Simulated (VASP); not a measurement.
# PbSe3 (Pm-3m) in VASP: further runs

The runs below take PbSe3 through single point, relaxation of cell and atoms, with PBE.

All numbers are computed with VASP 6.6.1; they aren't measurements. Logs are shortened: lines on timing, memory, paths and dates and some standing lists are left out, and cuts for length are marked.

## 1. The cell of the first run

Symmetry: Pm-3m, No. 221, cubic system. The conventional cell has a = 4.594 Å, b = 4.594 Å, c = 4.594 Å, α = 90.00°, β = 90.00°, γ = 90.00°. Pb (site symmetry m-3m) has 12 Se at 3.25 Å within 4.3 Å. Se (site symmetry 4/mmm) has 4 Pb at 3.25 Å and 8 Se at 3.25 Å within 4.3 Å.

## 2. Single point, PBE

INCAR

```
PREC     = Accurate       # precision mode
ENCUT    = 520            # plane-wave cutoff, eV
EDIFF    = 1E-6           # SCF threshold, eV
ISMEAR   = 0              # smearing method
SIGMA    = 0.1            # smearing width, eV
LREAL    = F              # projectors in reciprocal space
LASPH    = T              # aspherical terms in the spheres
NELM     = 100            # most SCF steps
ALGO     = Normal         # electronic algorithm
ISIF     = 2              # what is computed and relaxed
LWAVE    = F              # write WAVECAR
LCHARG   = F              # write CHGCAR
GGA      = PE             # functional
NBANDS   = 24             # bands
```

KPOINTS

```
regular mesh
0
Gamma
  10 10 10
```

POSCAR

```
PbSe3
1.0
    4.5942460906      0.0000000000      0.0000000000
    0.0000000000      4.5942460906      0.0000000000
    0.0000000000      0.0000000000      4.5942460906
Pb Se
1 3
Direct
    0.0000000000      0.0000000000      0.0000000000
    0.0000000000      0.5000000000      0.5000000000
    0.5000000000      0.0000000000      0.5000000000
    0.5000000000      0.5000000000      0.0000000000
```

Potentials or basis: VASP PAW PBE potentials, release 64 (Pb_d, Se).

Run with:

```bash
> cat potpaw_PBE.64/Pb_d/POTCAR potpaw_PBE.64/Se/POTCAR > POTCAR
> mpirun -np 1 vasp_std > vasp.out
```

OUTCAR:

```text
PREC = Accurate
   ENCUT = 520
   EDIFF = 1E-6
   ISMEAR = 0
   LREAL = F
   LASPH = T
   NELM = 100
   ISIF = 2
   GGA = PE

 ion  position               nearest neighbor table
   1  0.000  0.000  0.000-   2 3.25   3 3.25   4 3.25   2 3.25   3 3.25   2 3.25   4 3.25   2 3.25
                             3 3.25   4 3.25   3 3.25   4 3.25
   2  0.000  0.500  0.500-   1 3.25   1 3.25   1 3.25   1 3.25
   3  0.500  0.000  0.500-   1 3.25   1 3.25   1 3.25   1 3.25
   4  0.500  0.500  0.000-   1 3.25   1 3.25   1 3.25   1 3.25

  LATTYP: Found a simple cubic cell.
 ALAT       =     4.5942460906

  Lattice vectors:

 A1 = (   4.5942460906,   0.0000000000,   0.0000000000)
 A2 = (   0.0000000000,   4.5942460906,   0.0000000000)
 A3 = (   0.0000000000,   0.0000000000,   4.5942460906)

Analysis of symmetry for initial positions (statically):
=====================================================================
 Subroutine PRICEL returns:
 Original cell was already a primitive cell.

 Routine SETGRP: Setting up the symmetry group for a
 simple cubic supercell.

 Subroutine GETGRP returns: Found 48 space group operations
 (whereof 48 operations were pure point group operations)
 out of a pool of 48 trial point group operations.

The static configuration has the point symmetry O_h .

Analysis of symmetry for dynamics (positions and initial velocities):
=====================================================================
 Subroutine PRICEL returns:
 Original cell was already a primitive cell.

 Routine SETGRP: Setting up the symmetry group for a
 simple cubic supercell.

 Subroutine GETGRP returns: Found 48 space group operations
 (whereof 48 operations were pure point group operations)
 out of a pool of 48 trial point group operations.

The dynamic configuration has the point symmetry O_h .

 Subroutine INISYM returns: Found 48 space group operations
 (whereof 48 operations are pure point group operations),
 and found     1 'primitive' translations

----------------------------------------------------------------------------------------

                                     Primitive cell

  volume of cell :      96.9712

  direct lattice vectors                    reciprocal lattice vectors
     4.594246091  0.000000000  0.000000000     0.217663569  0.000000000  0.000000000
     0.000000000  4.594246091  0.000000000     0.000000000  0.217663569  0.000000000
     0.000000000  0.000000000  4.594246091     0.000000000  0.000000000  0.217663569

[... 88 lines left out ...]
   LREAL  =      F    real-space projection
   EDIFFG = 0.1E-04   stopping-criterion for IOM
   NSW    =      0    number of steps for IOM
   IBRION =     -1    ionic relax: 0-MD 1-quasi-New 2-CG
   NFREE  =      0    steps in history (QN), initial steepest desc. (CG)
   ISIF   =      2    stress and relaxation
   ISYM   =      2    0-nonsym 1-usesym 2-fastsym
   POTIM  = 0.5000    time-step for ionic-motion
   TEBEG  =    0.0;   TEEND  =   0.0 temperature during run
   PSTRESS=    0.0 pullay stress
   NELECT =      32.0000    total number of electrons
   NUPDOWN=      -1.0000    fix difference up-down
   EMIN   =  10.00;   EMAX   =-10.00  energy-range for DOS
   EFERMI =   0.00;   METHOD = LEGACY
   ISMEAR =     0;   SIGMA  =   0.10  broadening in eV -4-tet -1-fermi 0-gaus
   EFERMI_NEDOS =   21; number of points for ismear=-14 and -15
   IALGO  =     38    algorithm
   IMIX   =      4    mixing-type and parameters
     AMIX     =   0.40;   BMIX     =  1.00
     AMIX_MAG =   1.60;   BMIX_MAG =  1.00
  volume/ion in A,a.u.               =      24.24       163.60
  Fermi-wavevector in a.u.,A,eV,Ry     =   1.131299  2.137844 17.413232  1.279836
  Thomas-Fermi vector in A             =   2.267997
   LORBIT       =      0    0 simple, 1 ext, 2 COOP (PROOUT), +10 PAW based schemes
   GGA     = PE    functional components
   LHFCALC =     F    Hartree Fock is set to
   AEXX    =    0.0000 exact exchange contribution
   IVDW    =     0    specifies the selected vdW correction
   LEPSILON=     F    determine dielectric tensor
   LRPA    =     F    only Hartree local field effects (RPA)
 non-spin polarized calculation
 Gauss-broadening in eV      SIGMA  =   0.10
  energy-cutoff  :      520.00
  volume of cell :       96.97
 maximum number of plane-waves:      2631
 NGX is ok and might be reduce to    36
   NGX = 17   NGY = 17   NGZ = 17

 number of electron      32.0000007 magnetization

 Free energy of the ion-electron system (eV)
  ---------------------------------------------------
  ext. energy  EPLUGINS =         0.00000000
  ---------------------------------------------------
  free energy    TOTEN  =       -13.00550883 eV

  energy without entropy =      -12.98679447  energy(sigma->0) =      -12.99615165

 E-fermi :   5.2289     XC(G=0): -10.1438

 val. band max:        5.2011560264   @ k =   0.4000   0.4000   0.3000
 cond. band min:       5.2303562401   @ k =   0.1000   0.1000   0.0000
 fundamental gap:      0.0292002137
 Fermi energy:         5.2289045974

 k-point     1 :       0.0000    0.0000    0.0000
  band No.  band energies     occupation
      1     -11.7690      2.00000
      2     -11.7690      2.00000
      3     -11.7373      2.00000
      4     -11.7373      2.00000
      5     -11.7373      2.00000
      6      -9.3772      2.00000
[... 637 lines left out ...]
     23      12.2209      0.00000
     24      12.8885      0.00000

 [... further k-points ...]

------------------------ aborting loop because EDIFF is reached ----------------------------------------

  FORCE on cell =-STRESS in cart. coord.  units (eV):
  Direction    XX          YY          ZZ          XY          YZ          ZX
  --------------------------------------------------------------------------------------
  -------------------------------------------------------------------------------------
  Total       -0.0083271     -0.0083271     -0.0083271     -0.0000000     -0.0000000      0.0000000
  in kB       -0.1375818     -0.1375818     -0.1375818     -0.0000000     -0.0000000      0.0000000
  external PRESSURE =      -0.1375818 kB  Pullay stress =       0.0000000 kB

 VOLUME and BASIS-vectors are now :
 -----------------------------------------------------------------------------
  energy-cutoff  :      520.00
  volume of cell :       96.97
      direct lattice vectors                 reciprocal lattice vectors
     4.594246091  0.000000000  0.000000000     0.217663569  0.000000000  0.000000000
     0.000000000  4.594246091  0.000000000     0.000000000  0.217663569  0.000000000
     0.000000000  0.000000000  4.594246091     0.000000000  0.000000000  0.217663569

 POSITION                                       TOTAL-FORCE (eV/Angst)
 -----------------------------------------------------------------------------------
      0.00000      0.00000      0.00000         0.000000      0.000000      0.000000
      0.00000      2.29712      2.29712         0.000000      0.000000      0.000000
      2.29712      0.00000      2.29712         0.000000      0.000000      0.000000
      2.29712      2.29712      0.00000         0.000000      0.000000      0.000000
 -----------------------------------------------------------------------------------
    total drift:                                0.000000      0.000000      0.000000

  FREE ENERGIE OF THE ION-ELECTRON SYSTEM (eV)
  ---------------------------------------------------
  free  energy   TOTEN  =       -13.0055088281 eV

  energy  without entropy=      -12.9867944733  energy(sigma->0) =      -12.99615165
```

OSZICAR:

```text
N       E                     dE             d eps       ncg     rms          rms(c)
DAV:   1     0.264350579784E+03    0.26435E+03   -0.13888E+04  2688   0.128E+03
DAV:   2     0.115273049769E+02   -0.25282E+03   -0.23779E+03  2856   0.326E+02
DAV:   3    -0.123367620169E+02   -0.23864E+02   -0.22701E+02  3440   0.102E+02
DAV:   4    -0.131336213768E+02   -0.79686E+00   -0.79297E+00  3240   0.201E+01
DAV:   5    -0.131589803172E+02   -0.25359E-01   -0.25355E-01  3752   0.379E+00    0.405E+00
DAV:   6    -0.130296386539E+02    0.12934E+00   -0.12237E-01  3680   0.393E+00    0.244E+00
DAV:   7    -0.130058850257E+02    0.23754E-01   -0.10285E-01  3672   0.246E+00    0.512E-01
DAV:   8    -0.130055627016E+02    0.32232E-03   -0.18868E-02  3280   0.144E+00    0.823E-02
DAV:   9    -0.130055018732E+02    0.60828E-04   -0.11074E-03  3504   0.424E-01    0.428E-02
DAV:  10    -0.130055080722E+02   -0.61989E-05   -0.14816E-04  3328   0.909E-02    0.134E-02
DAV:  11    -0.130055104592E+02   -0.23870E-05   -0.31740E-05  3784   0.607E-02    0.601E-03
DAV:  12    -0.130055088828E+02    0.15764E-05   -0.42852E-06  3192   0.209E-02    0.185E-03
DAV:  13    -0.130055088281E+02    0.54708E-07   -0.34317E-07  1976   0.379E-03
   1 F= -.13005509E+02 E0= -.12996152E+02  d E =-.187144E-01
```

stdout:

```text
POSCAR found type information on POSCAR PbSe
 POSCAR found :  2 types and       4 ions
 scaLAPACK will be used
 LDA part: xc-table for (Slater+PW92), standard interpolation
 POSCAR, INCAR and KPOINTS ok, starting setup
 FFT: planning ... GRIDC
 FFT: planning ... GRID_SOFT
 FFT: planning ... GRID
 WAVECAR not read
 entering main loop
```

Wall time 2.4 min (1 thread of Intel Xeon 8259CL, shared host); peak memory 0.28 GiB.

Results:

```yaml
Free_energy: -13.0055 eV
Pressure: 0.0 GPa
Band_gap_on_the_k_mesh: zero (bands 16 and 17 overlap by 1.41 eV)
```

Caveat: spin-orbit coupling is left out, which moves the levels of the heavy elements.

## 3. Relaxation of cell and atoms, PBE

INCAR

```
  ALGO = Normal
  EDIFF = 1E-7
  EDIFFG = -0.01
  ENCUT = 600
  GGA = PE
  IBRION = 2
  ISIF = 3
  ISMEAR = 0
  LASPH = T
  LCHARG = F
  LREAL = F
  LWAVE = F
  NELM = 60
  NSW = 100
  PREC = Accurate
  SIGMA = 0.1
```

KPOINTS

```
k-points
0
Gamma
  10 10 10
```

POSCAR is that of step 2.

Potentials or basis: VASP PAW PBE potentials, release 64 (Pb_d, Se).

Run with:

```bash
> cat potpaw_PBE.64/Pb_d/POTCAR potpaw_PBE.64/Se/POTCAR > POTCAR
> mpirun -np 1 vasp_std > vasp.out
```

Wall time 2.9 min (1 thread of Intel Xeon 8259CL, shared host); peak memory 0.32 GiB.

It converged, with:

- Free energy: -13.0055 eV
- Pressure after relaxing: 0.0 GPa
- Band gap on the k mesh: zero (bands 16 and 17 overlap by 1.41 eV)

Final structure:
```
CELL_PARAMETERS angstrom
4.59425 0.00000 0.00000
0.00000 4.59425 0.00000
0.00000 0.00000 4.59425
ATOMIC_POSITIONS crystal
Pb 0.00000 0.00000 0.00000
Se 0.00000 0.50000 0.50000
Se 0.50000 0.00000 0.50000
Se 0.50000 0.50000 0.00000
```

Levels at points of the mesh, in eV from the Fermi level:
```
           k point  band 14  band 15  band 16  band 17  band 18  band 19
(0.00, 0.00, 0.00)    -1.04    -1.04     0.37     0.37     0.37     5.17
(0.50, 0.00, 0.00)    -1.88    -1.74    -0.55     0.36     0.36     1.03
(0.50, 0.50, 0.00)    -2.02    -2.00    -2.00     0.96     1.01     1.06
(0.50, 0.50, 0.50)     1.00     1.00     1.00     1.16     1.16     5.50
```

Caveat: the relaxation stopped at its first step, so nothing moved; spin-orbit coupling is left out, which moves the levels of the heavy elements.

## 4. Relaxation of cell and atoms, PBE

This run uses another cell than the first one, of 26.69 Å³/atom.

INCAR

```
ALGO = Normal
EDIFF = 1E-7
EDIFFG = -0.01
ENCUT = 600
GGA = PE
IBRION = 2
ISIF = 3
ISMEAR = 0
LASPH = True
LCHARG = False
LREAL = False
LWAVE = False
NELM = 100
NSW = 100
PREC = Accurate
SIGMA = 0.1
```

KPOINTS is that of step 3.

POSCAR

```
PbSe3
1.0
    4.7437520770      0.0000000000      0.0000000000
    0.0000000000      4.7437520770      0.0000000000
    0.0000000000      0.0000000000      4.7437520770
Pb Se
1 3
Direct
    0.0000000000      0.0000000000      0.0000000000
    0.0000000000      0.5000000000      0.5000000000
    0.5000000000      0.0000000000      0.5000000000
    0.5000000000      0.5000000000      0.0000000000
```

Potentials or basis: VASP PAW PBE potentials, release 64 (Pb_d, Se).

Run with:

```bash
> cat potpaw_PBE.64/Pb_d/POTCAR potpaw_PBE.64/Se/POTCAR > POTCAR
> mpirun -np 1 vasp_std > vasp.out
```

OUTCAR:

```text
EDIFF = 1E-7
   EDIFFG = -0.01
   ENCUT = 600
   GGA = PE
   IBRION = 2
   ISIF = 3
   ISMEAR = 0
   LASPH = True
   LREAL = False
   NELM = 100
   NSW = 100
   PREC = Accurate

 ion  position               nearest neighbor table
   1  0.000  0.000  0.000-   2 3.35   3 3.35   4 3.35   2 3.35   3 3.35   2 3.35   4 3.35   2 3.35
                             3 3.35   4 3.35   3 3.35   4 3.35
   2  0.000  0.500  0.500-   1 3.35   1 3.35   1 3.35   1 3.35
   3  0.500  0.000  0.500-   1 3.35   1 3.35   1 3.35   1 3.35
   4  0.500  0.500  0.000-   1 3.35   1 3.35   1 3.35   1 3.35

  LATTYP: Found a simple cubic cell.
 ALAT       =     4.7437520770

  Lattice vectors:

 A1 = (   4.7437520770,   0.0000000000,   0.0000000000)
 A2 = (   0.0000000000,   4.7437520770,   0.0000000000)
 A3 = (   0.0000000000,   0.0000000000,   4.7437520770)

Analysis of symmetry for initial positions (statically):
=====================================================================
 Subroutine PRICEL returns:
 Original cell was already a primitive cell.

 Routine SETGRP: Setting up the symmetry group for a
 simple cubic supercell.

 Subroutine GETGRP returns: Found 48 space group operations
 (whereof 48 operations were pure point group operations)
 out of a pool of 48 trial point group operations.

The static configuration has the point symmetry O_h .

Analysis of symmetry for dynamics (positions and initial velocities):
=====================================================================
 Subroutine PRICEL returns:
[... 151 lines left out ...]
   NGX = 19   NGY = 19   NGZ = 19

--------------------------------------- Ionic step        1  -------------------------------------------

 number of electron      31.9999998 magnetization

 Free energy of the ion-electron system (eV)
  ---------------------------------------------------
  ext. energy  EPLUGINS =         0.00000000
  ---------------------------------------------------
  free energy    TOTEN  =       -12.86979100 eV

  energy without entropy =      -12.84906232  energy(sigma->0) =      -12.85942666

 E-fermi :   4.2116     XC(G=0):  -9.6989

 val. band max:        4.2067911737   @ k =   0.4000   0.4000   0.2000
 cond. band min:       4.2130649708   @ k =   0.4000   0.3000   0.1000
 fundamental gap:      0.0062737971
 Fermi energy:         4.2116349060

 k-point     1 :       0.0000    0.0000    0.0000
  band No.  band energies     occupation
      1     -12.8516      2.00000
      2     -12.8516      2.00000
      3     -12.8312      2.00000
      4     -12.8312      2.00000
      5     -12.8312      2.00000
      6      -9.7483      2.00000
[... 618 lines left out ...]
--------------------------------------- Ionic step        3  -------------------------------------------

 number of electron      32.0000007 magnetization

 Free energy of the ion-electron system (eV)
  ---------------------------------------------------
  ext. energy  EPLUGINS =         0.00000000
  ---------------------------------------------------
  free energy    TOTEN  =       -13.00605949 eV

  energy without entropy =      -12.98734310  energy(sigma->0) =      -12.99670129

 E-fermi :   5.2278     XC(G=0): -10.1433

 val. band max:        5.1999852234   @ k =   0.4000   0.4000   0.3000
 cond. band min:       5.2291928345   @ k =   0.1000   0.1000   0.0000
 fundamental gap:      0.0292076111
 Fermi energy:         5.2277555646

 k-point     1 :       0.0000    0.0000    0.0000
  band No.  band energies     occupation
      1     -11.7705      2.00000
      2     -11.7705      2.00000
      3     -11.7388      2.00000
      4     -11.7388      2.00000
      5     -11.7388      2.00000
      6      -9.3777      2.00000
[... 574 lines left out ...]
  FREE ENERGIE OF THE ION-ELECTRON SYSTEM (eV)
  ---------------------------------------------------
  free  energy   TOTEN  =       -13.0060594887 eV

  energy  without entropy=      -12.9873430993  energy(sigma->0) =      -12.99670129

 reached required accuracy - stopping structural energy minimisation
```

CONTCAR:

```text
PbSe3
   1.00000000000000
     4.5944010389436780    0.0000000000000000    0.0000000000000000
    -0.0000000000000000    4.5944010389436780    0.0000000000000000
     0.0000000000000000    0.0000000000000000    4.5944010389436780
  Pb              Se
     1     3
Direct
     0.0000000000000000    0.0000000000000000    0.0000000000000000
     0.0000000000000000    0.5000000000000000    0.5000000000000000
     0.5000000000000000    0.0000000000000000    0.5000000000000000
     0.5000000000000000    0.5000000000000000    0.0000000000000000

  0.00000000E+00  0.00000000E+00  0.00000000E+00
  0.00000000E+00  0.00000000E+00  0.00000000E+00
  0.00000000E+00  0.00000000E+00  0.00000000E+00
  0.00000000E+00  0.00000000E+00  0.00000000E+00
```

Run time: 7.3 min. Hardware: 1 thread of Intel Xeon 8259CL, shared host; peak memory 0.34 GiB.

Results:

| Quantity | Value |
| --- | --- |
| Free energy | -13.0061 eV |
| Relaxed volume | 24.25 Å³/atom |
| Relaxed cell | a = 4.594 Å, b = 4.594 Å, c = 4.594 Å, α = 90.00°, β = 90.00°, γ = 90.00° |
| Space group after relaxing (to 0.1 Å) | Pm-3m (No. 221) |
| Energy gained by relaxing | 34.1 meV/atom |
| Ionic steps | 3 |
| Pressure after relaxing | 0.0 GPa |
| Band gap on the k mesh | zero (bands 16 and 17 overlap by 1.41 eV) |

Step by step:
```
step  energy change (eV)  largest force (eV/Å)  pressure (GPa)  volume (Å³)
   1              0.0000                0.0000           -4.09       106.75
   2             -0.1360                0.0000            0.24        96.56
   3             -0.1363                0.0000            0.00        96.98
```

Final structure:
```
Pb Se
1.0
     4.59440    0.00000    0.00000
     0.00000    4.59440    0.00000
     0.00000    0.00000    4.59440
Pb Se
1 3
Direct
  0.00000 0.00000 0.00000
  0.00000 0.50000 0.50000
  0.50000 0.00000 0.50000
  0.50000 0.50000 0.00000
```

Caveat: spin-orbit coupling is left out, which moves the levels of the heavy elements.

## 5. The runs side by side

```tsv
task	cell	cutoff (eV)	gap on the mesh (eV)	pressure (GPa)
single point	a = 4.594 Å, 4 atoms	520	none	0.0
relaxation of cell and atoms	relaxed from a = 4.594 Å, 4 atoms	600	none	0.0
relaxation of cell and atoms	relaxed from a = 4.744 Å, 4 atoms	600	none	0.0
```

Alike in all rows: level PBE; potentials or basis VASP PAW PBE potentials, release 64 (Pb_d, Se); no spin polarisation; k mesh 10 × 10 × 10; smearing gaussian 0.1 eV.

Caveats: spin-orbit coupling is left out, which moves the levels of the heavy elements; the relaxation stopped at its first step, so nothing moved (at least some runs).

Absolute energies hang on the potentials; compare differences alone.
